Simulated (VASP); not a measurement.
# NaH (Fm-3m) in VASP: further runs, part 2 of 2

VASP 6.6.1.

## (3) Electric field gradients, PBEsol (14.67 Å³/atom)

This run uses another cell than the first one, of 14.67 Å³/atom.

The input, INCAR:

```
  PREC = Accurate
  ENCUT = 520
  EDIFF = 1E-8
  ISMEAR = -1
  SIGMA = 0.03
  LREAL = False
  LASPH = True
  NELM = 100
  ALGO = Normal
  ISIF = 2
  LWAVE = False
  LCHARG = False
  GGA = PS
  LEFG = True
  NBANDS = 11
```

The input, KPOINTS:

```
regular mesh
0
Gamma
  9 9 9
```

The input, POSCAR:

```
NaH
1.0
    0.0000000000      2.4481063718      2.4481063718
    2.4481063718      0.0000000000      2.4481063718
    2.4481063718      2.4481063718      0.0000000000
Na H
1 1
Direct
    0.0000000000      0.0000000000      0.0000000000
    0.5000000000      0.5000000000      0.5000000000
```

Potentials or basis: VASP PAW PBE potentials, release 64 (Na_pv, H).

Run with:

```
> cat potpaw_PBE.64/Na_pv/POTCAR potpaw_PBE.64/H/POTCAR > POTCAR
> mpirun -np 1 vasp_std > vasp.out
```

OUTCAR:

```text
PREC = Accurate
   ENCUT = 520
   EDIFF = 1E-8
   ISMEAR = -1
   LREAL = False
   LASPH = True
   NELM = 100
   ISIF = 2
   GGA = PS

 ion  position               nearest neighbor table
   1  0.000  0.000  0.000-
   2  0.500  0.500  0.500-

  LATTYP: Found a face centered cubic cell.
 ALAT       =     4.8962127436

  Lattice vectors:

 A1 = (   0.0000000000,   2.4481063718,   2.4481063718)
 A2 = (   2.4481063718,   0.0000000000,   2.4481063718)
 A3 = (   2.4481063718,   2.4481063718,   0.0000000000)

Analysis of symmetry for initial positions (statically):
=====================================================================
 Subroutine PRICEL returns:
 Original cell was already a primitive cell.

 Routine SETGRP: Setting up the symmetry group for a
 face centered cubic supercell.

 Subroutine GETGRP returns: Found 48 space group operations
 (whereof 48 operations were pure point group operations)
 out of a pool of 48 trial point group operations.

The static configuration has the point symmetry O_h .

Analysis of symmetry for dynamics (positions and initial velocities):
=====================================================================
 Subroutine PRICEL returns:
 Original cell was already a primitive cell.

 Routine SETGRP: Setting up the symmetry group for a
 face centered cubic supercell.

 Subroutine GETGRP returns: Found 48 space group operations
 (whereof 48 operations were pure point group operations)
 out of a pool of 48 trial point group operations.

The dynamic configuration has the point symmetry O_h .

 Subroutine INISYM returns: Found 48 space group operations
 (whereof 48 operations are pure point group operations),
[... 160 lines left out ...]
      8      13.8954      0.00000
      9      14.7501      0.00000
     10      14.7501      0.00000
     11      14.7501      0.00000
[... 309 lines left out ...]
 k-point    24 :       0.4444    0.4444    0.0000
  band No.  band energies     occupation
      1     -23.3553      2.00000
      2     -23.3099      2.00000
      3     -23.3099      2.00000
      4      -1.5765      2.00000
      5       3.3460      0.00000
      6       8.4932      0.00000
      7       9.1091      0.00000
      8       9.1091      0.00000
      9      10.2492      0.00000
     10      21.4663      0.00000
     11      23.2979      0.00000

 [... further k-points ...]
[... 5 lines left out ...]
  --------------------------------------------------------------------------------------
  -------------------------------------------------------------------------------------
  Total       -0.2546063     -0.2546063     -0.2546063     -0.0000000      0.0000000     -0.0000000
  in kB      -13.9014102    -13.9014102    -13.9014102     -0.0000000      0.0000000     -0.0000000
  external PRESSURE =     -13.9014102 kB  Pullay stress =       0.0000000 kB

 VOLUME and BASIS-vectors are now :
 -----------------------------------------------------------------------------
  energy-cutoff  :      520.00
  volume of cell :       29.34
      direct lattice vectors                 reciprocal lattice vectors
     0.000000000  2.448106372  2.448106372    -0.204239491  0.204239491  0.204239491
     2.448106372  0.000000000  2.448106372     0.204239491 -0.204239491  0.204239491
     2.448106372  2.448106372  0.000000000     0.204239491  0.204239491 -0.204239491

 POSITION                                       TOTAL-FORCE (eV/Angst)
 -----------------------------------------------------------------------------------
      0.00000      0.00000      0.00000         0.000000     -0.000000     -0.000000
      2.44811      2.44811      2.44811        -0.000000      0.000000      0.000000
 -----------------------------------------------------------------------------------
    total drift:                               -0.000000     -0.000000     -0.000000

  FREE ENERGIE OF THE ION-ELECTRON SYSTEM (eV)
  ---------------------------------------------------
  free  energy   TOTEN  =        -5.0782302886 eV

  energy  without entropy=       -5.0782302886  energy(sigma->0) =       -5.07823029

 Electric field gradients (V/A^2)
---------------------------------------------------------------------
 ion       V_xx      V_yy      V_zz      V_xy      V_xz      V_yz
---------------------------------------------------------------------
   1      -0.000    -0.000    -0.000     0.002     0.002     0.002
   2      -0.000    -0.000     0.000     0.001     0.001     0.001
---------------------------------------------------------------------

 Electric field gradients after diagonalization (V/A^2)
 (convention: |V_zz| > |V_xx| > |V_yy|)
----------------------------------------------------------------------
 ion       V_xx      V_yy      V_zz     asymmetry (V_yy - V_xx)/ V_zz
----------------------------------------------------------------------
   1      -0.002    -0.002     0.003       0.000
   2      -0.001    -0.001     0.002       0.000
----------------------------------------------------------------------

           NMR quadrupolar parameters

 Cq : quadrupolar parameter    Cq=e*Q*V_zz/h
 eta: asymmetry parameters     (V_yy - V_xx)/ V_zz
 Q  : nuclear electric quadrupole moment in mb (millibarn)
----------------------------------------------------------------------
 ion       Cq(MHz)       eta       Q (mb)
----------------------------------------------------------------------
   1       0.000       0.000       1.000
   2       0.000       0.000       1.000
----------------------------------------------------------------------
```

OSZICAR:

```text
N       E                     dE             d eps       ncg     rms          rms(c)
DAV:   1     0.364631242055E+02    0.36463E+02   -0.45531E+03   770   0.736E+02
DAV:   2    -0.426011324758E+01   -0.40723E+02   -0.40065E+02   784   0.189E+02
DAV:   3    -0.544210317649E+01   -0.11820E+01   -0.11803E+01   972   0.312E+01
DAV:   4    -0.544998435522E+01   -0.78812E-02   -0.78801E-02   876   0.257E+00
DAV:   5    -0.545005016177E+01   -0.65807E-04   -0.65805E-04   913   0.241E-01    0.287E+00
DAV:   6    -0.515429574073E+01    0.29575E+00   -0.30391E-01   932   0.314E+00    0.132E+00
DAV:   7    -0.507558847255E+01    0.78707E-01   -0.27340E-01   875   0.219E+00    0.333E-01
DAV:   8    -0.507828823970E+01   -0.26998E-02   -0.67788E-03   860   0.945E-01    0.594E-02
DAV:   9    -0.507823991216E+01    0.48328E-04   -0.76129E-04   968   0.324E-01    0.191E-02
DAV:  10    -0.507822978905E+01    0.10123E-04   -0.43412E-05   864   0.422E-02    0.297E-03
DAV:  11    -0.507823050698E+01   -0.71793E-06   -0.12340E-06   898   0.649E-03    0.222E-03
DAV:  12    -0.507823028127E+01    0.22571E-06   -0.10809E-07   878   0.215E-03    0.216E-04
DAV:  13    -0.507823028860E+01   -0.73328E-08   -0.50774E-09   704   0.438E-04
   1 F= -.50782303E+01 E0= -.50782303E+01  d E =-.143346E-11
```

stdout:

```text
POSCAR found type information on POSCAR NaH
 POSCAR found :  2 types and       2 ions
 scaLAPACK will be used
 -----------------------------------------------------------------------------
|                                                                             |
|                                                                             |
|     You enforced a specific xc type in the INCAR file but a different       |
|     I HOPE YOU KNOW WHAT YOU ARE DOING!                                     |
|                                                                             |
 -----------------------------------------------------------------------------

 LDA part: xc-table for (Slater+PW92), standard interpolation
 POSCAR, INCAR and KPOINTS ok, starting setup
 FFT: planning ... GRIDC
 FFT: planning ... GRID_SOFT
 FFT: planning ... GRID
 WAVECAR not read
 entering main loop
ion   1

ion   2
```

Wall time 20 s (1 thread of Intel Xeon 8259CL, shared host); peak memory 0.15 GiB.

Results:

```
Free energy                             : -5.0782 eV
Pressure                                : -1.4 GPa
Band gap on the k mesh                  : 3.80 eV (least direct gap 4.52 eV)
Largest electric field gradient by atom : zero within the noise of the run
```

Caveat: the PAW data sets were made with another functional, which shifts forces and pressure a little; an odd mesh through Γ misses points on the zone boundary, where band edges can lie.

## (4) Electric field gradients, PBEsol (15.11 Å³/atom)

This run uses another cell than the first one, of 15.11 Å³/atom.

The input, INCAR:

```
SYSTEM = NaH
PREC = Accurate ; ENCUT = 520
EDIFF = 1E-8 ; ISMEAR = -1
SIGMA = 0.03 ; LREAL = .False.
LASPH = .True. ; NELM = 60
ALGO = Normal ; ISIF = 2
LWAVE = .False. ; LCHARG = .False.
GGA = PS ; LEFG = .True.
NBANDS = 11
```

The input, KPOINTS:

```
Automatic mesh
0
Gamma
  9 9 9
  0 0 0
```

The input, POSCAR:

```
NaH
1.0
    0.0000000000      2.4721089453      2.4721089453
    2.4721089453      0.0000000000      2.4721089453
    2.4721089453      2.4721089453      0.0000000000
Na H
1 1
Direct
    0.0000000000      0.0000000000      0.0000000000
    0.5000000000      0.5000000000      0.5000000000
```

Potentials or basis: VASP PAW PBE potentials, release 64 (Na_pv, H).

Run with:

```
> cat potpaw_PBE.64/Na_pv/POTCAR potpaw_PBE.64/H/POTCAR > POTCAR
> mpirun -np 1 vasp_std > vasp.out
```

OUTCAR:

```text
SYSTEM = NaH
   PREC = Accurate
   ENCUT = 520
   EDIFF = 1E-8
   ISMEAR = -1
   LREAL = .False.
   LASPH = .True.
   NELM = 60
   ISIF = 2
   GGA = PS

 ion  position               nearest neighbor table
   1  0.000  0.000  0.000-
   2  0.500  0.500  0.500-

  LATTYP: Found a face centered cubic cell.
 ALAT       =     4.9442178906

  Lattice vectors:

 A1 = (   0.0000000000,   2.4721089453,   2.4721089453)
 A2 = (   2.4721089453,   0.0000000000,   2.4721089453)
 A3 = (   2.4721089453,   2.4721089453,   0.0000000000)

Analysis of symmetry for initial positions (statically):
=====================================================================
 Subroutine PRICEL returns:
 Original cell was already a primitive cell.

 Routine SETGRP: Setting up the symmetry group for a
 face centered cubic supercell.

[... 523 lines left out ...]
  energy-cutoff  :      520.00
  volume of cell :       30.22
      direct lattice vectors                 reciprocal lattice vectors
     0.000000000  2.472108945  2.472108945    -0.202256458  0.202256458  0.202256458
     2.472108945  0.000000000  2.472108945     0.202256458 -0.202256458  0.202256458
     2.472108945  2.472108945  0.000000000     0.202256458  0.202256458 -0.202256458

 POSITION                                       TOTAL-FORCE (eV/Angst)
 -----------------------------------------------------------------------------------
      0.00000      0.00000      0.00000         0.000000      0.000000      0.000000
      2.47211      2.47211      2.47211         0.000000      0.000000     -0.000000
 -----------------------------------------------------------------------------------
    total drift:                               -0.000000     -0.000000     -0.000000

  FREE ENERGIE OF THE ION-ELECTRON SYSTEM (eV)
  ---------------------------------------------------
  free  energy   TOTEN  =        -5.0695373605 eV

  energy  without entropy=       -5.0695373605  energy(sigma->0) =       -5.06953736

 Electric field gradients (V/A^2)
---------------------------------------------------------------------
 ion       V_xx      V_yy      V_zz      V_xy      V_xz      V_yz
---------------------------------------------------------------------
   1      -0.000     0.000    -0.000     0.002     0.002     0.002
   2       0.000    -0.000     0.000     0.001     0.001     0.001
---------------------------------------------------------------------

 Electric field gradients after diagonalization (V/A^2)
 (convention: |V_zz| > |V_xx| > |V_yy|)
----------------------------------------------------------------------
 ion       V_xx      V_yy      V_zz     asymmetry (V_yy - V_xx)/ V_zz
----------------------------------------------------------------------
   1      -0.002    -0.002     0.005       0.000
   2      -0.001    -0.001     0.001       0.000
----------------------------------------------------------------------

           NMR quadrupolar parameters

 Cq : quadrupolar parameter    Cq=e*Q*V_zz/h
 eta: asymmetry parameters     (V_yy - V_xx)/ V_zz
 Q  : nuclear electric quadrupole moment in mb (millibarn)
----------------------------------------------------------------------
 ion       Cq(MHz)       eta       Q (mb)
----------------------------------------------------------------------
   1       0.000       0.000       1.000
   2       0.000       0.000       1.000
----------------------------------------------------------------------
```

Wall time 19 s (1 thread of Intel Xeon 8259CL, shared host); peak memory 0.15 GiB.

Results:

```yaml
Free_energy: -5.0695 eV
Pressure: -1.9 GPa
Band_gap_on_the_k_mesh: 3.75 eV (least direct gap 4.46 eV)
Largest_electric_field_gradient_by_atom: zero within the noise of the run
```

Levels at points of the mesh, in eV from the valence-band top:
```csv
k point,band 1,band 2,band 3,band 4,band 5,band 6,band 7,band 8,band 9
"(0.00, 0.00, 0.00)",-22.06,-22.06,-22.06,-3.47,9.89,14.96,14.96,14.96,15.75
```

Caveat: the PAW data sets were made with another functional, which shifts forces and pressure a little; an odd mesh through Γ misses points on the zone boundary, where band edges can lie.

## (5) Electric field gradients, PBEsol (15.40 Å³/atom)

This run uses another cell than the first one, of 15.40 Å³/atom.

The input, INCAR:

```
SYSTEM = NaH
ALGO = Normal ; EDIFF = 1E-8
ENCUT = 520 ; GGA = PS
ISIF = 2 ; ISMEAR = -1
LASPH = .True. ; LCHARG = .False.
LEFG = .True. ; LREAL = .False.
LWAVE = .False. ; NBANDS = 11
NELM = 60 ; PREC = Accurate
SIGMA = 0.03
```

The input, KPOINTS:

```
k-points
0
Gamma
  9 9 9
  0 0 0
```

The input, POSCAR:

```
NaH
1.0
    0.0000000000      2.4878552867      2.4878552867
    2.4878552867      0.0000000000      2.4878552867
    2.4878552867      2.4878552867      0.0000000000
Na H
1 1
Direct
    0.0000000000      0.0000000000      0.0000000000
    0.5000000000      0.5000000000      0.5000000000
```

Potentials or basis: VASP PAW PBE potentials, release 64 (Na_pv, H).

Run with:

```
> cat potpaw_PBE.64/Na_pv/POTCAR potpaw_PBE.64/H/POTCAR > POTCAR
> mpirun -np 1 vasp_std > vasp.out
```

OUTCAR:

```text
SYSTEM = NaH
   EDIFF = 1E-8
   ENCUT = 520
   GGA = PS
   ISIF = 2
   ISMEAR = -1
   LASPH = .True.
   LREAL = .False.
   NELM = 60
   PREC = Accurate

 ion  position               nearest neighbor table
   1  0.000  0.000  0.000-
   2  0.500  0.500  0.500-

  LATTYP: Found a face centered cubic cell.
 ALAT       =     4.9757105734

  Lattice vectors:

 A1 = (   0.0000000000,   2.4878552867,   2.4878552867)
 A2 = (   2.4878552867,   0.0000000000,   2.4878552867)
 A3 = (   2.4878552867,   2.4878552867,   0.0000000000)

[... 545 lines left out ...]
  FREE ENERGIE OF THE ION-ELECTRON SYSTEM (eV)
  ---------------------------------------------------
  free  energy   TOTEN  =        -5.0622534638 eV

  energy  without entropy=       -5.0622534638  energy(sigma->0) =       -5.06225346

 Electric field gradients (V/A^2)
---------------------------------------------------------------------
 ion       V_xx      V_yy      V_zz      V_xy      V_xz      V_yz
---------------------------------------------------------------------
   1      -0.000     0.000     0.000     0.003     0.003     0.003
   2       0.000    -0.000    -0.000     0.001     0.001     0.001
---------------------------------------------------------------------

 Electric field gradients after diagonalization (V/A^2)
 (convention: |V_zz| > |V_xx| > |V_yy|)
----------------------------------------------------------------------
 ion       V_xx      V_yy      V_zz     asymmetry (V_yy - V_xx)/ V_zz
----------------------------------------------------------------------
   1      -0.003    -0.003     0.006       0.000
   2      -0.001    -0.001     0.001       0.000
----------------------------------------------------------------------

           NMR quadrupolar parameters

 Cq : quadrupolar parameter    Cq=e*Q*V_zz/h
 eta: asymmetry parameters     (V_yy - V_xx)/ V_zz
 Q  : nuclear electric quadrupole moment in mb (millibarn)
----------------------------------------------------------------------
 ion       Cq(MHz)       eta       Q (mb)
----------------------------------------------------------------------
   1       0.000       0.000       1.000
   2       0.000       0.000       1.000
----------------------------------------------------------------------
```

OSZICAR:

```text
N       E                     dE             d eps       ncg     rms          rms(c)
DAV:   1     0.379115663031E+02    0.37912E+02   -0.46249E+03   779   0.749E+02
DAV:   2    -0.398115657292E+01   -0.41893E+02   -0.41354E+02   812   0.199E+02
DAV:   3    -0.542038737265E+01   -0.14392E+01   -0.14376E+01   940   0.350E+01
DAV:   4    -0.543034333392E+01   -0.99560E-02   -0.99551E-02   903   0.288E+00
DAV:   5    -0.543043687227E+01   -0.93538E-04   -0.93538E-04   878   0.292E-01    0.283E+00
DAV:   6    -0.513558398337E+01    0.29485E+00   -0.31256E-01   933   0.305E+00    0.129E+00
DAV:   7    -0.505937531530E+01    0.76209E-01   -0.27552E-01   884   0.213E+00    0.339E-01
DAV:   8    -0.506234440222E+01   -0.29691E-02   -0.70006E-03   818   0.925E-01    0.587E-02
DAV:   9    -0.506226164835E+01    0.82754E-04   -0.83397E-04   993   0.328E-01    0.192E-02
DAV:  10    -0.506225290514E+01    0.87432E-05   -0.46704E-05   855   0.428E-02    0.305E-03
DAV:  11    -0.506225371814E+01   -0.81301E-06   -0.13954E-06   901   0.690E-03    0.234E-03
DAV:  12    -0.506225345559E+01    0.26256E-06   -0.11383E-07   874   0.210E-03    0.228E-04
DAV:  13    -0.506225346381E+01   -0.82258E-08   -0.48897E-09   686   0.429E-04
   1 F= -.50622535E+01 E0= -.50622535E+01  d E =-.257220E-11
```

Wall time 20 s (1 thread of Intel Xeon 8259CL, shared host); peak memory 0.15 GiB.

Results:

| Property | Result |
| --- | --- |
| Free energy | -5.0623 eV |
| Pressure | -2.2 GPa |
| Band gap on the k mesh | 3.72 eV (least direct gap 4.42 eV) |
| Largest electric field gradient by atom | zero within the noise of the run |

Levels at points of the mesh, in eV from the valence-band top:
```tsv
k point	band 1	band 2	band 3	band 4	band 5	band 6	band 7	band 8	band 9
(0.00, 0.00, 0.00)	-22.09	-22.09	-22.09	-3.42	9.73	14.83	14.83	14.83	15.57
```

Caveat: the PAW data sets were made with another functional, which shifts forces and pressure a little; an odd mesh through Γ misses points on the zone boundary, where band edges can lie.

## (6) Summary

```tsv
cell	gap on the mesh (eV)	pressure (GPa)
a = 3.474 Å, angles 60.0°, 2 atoms	3.79	-1.6
a = 3.462 Å, angles 60.0°, 2 atoms	3.80	-1.4
a = 3.496 Å, angles 60.0°, 2 atoms	3.75	-1.9
a = 3.518 Å, angles 60.0°, 2 atoms	3.72	-2.2
```

Alike in all rows: task electric field gradients; level PBEsol; potentials or basis VASP PAW PBE potentials, release 64 (Na_pv, H); no spin polarisation; k mesh 9 × 9 × 9; cutoff (eV) 520; smearing fermi-dirac 0.03 eV.

Caveats: the PAW data sets were made with another functional, which shifts forces and pressure a little; an odd mesh through Γ misses points on the zone boundary, where band edges can lie.

Total energies depend on the potentials used, so only differences within one code and one set of settings carry meaning.
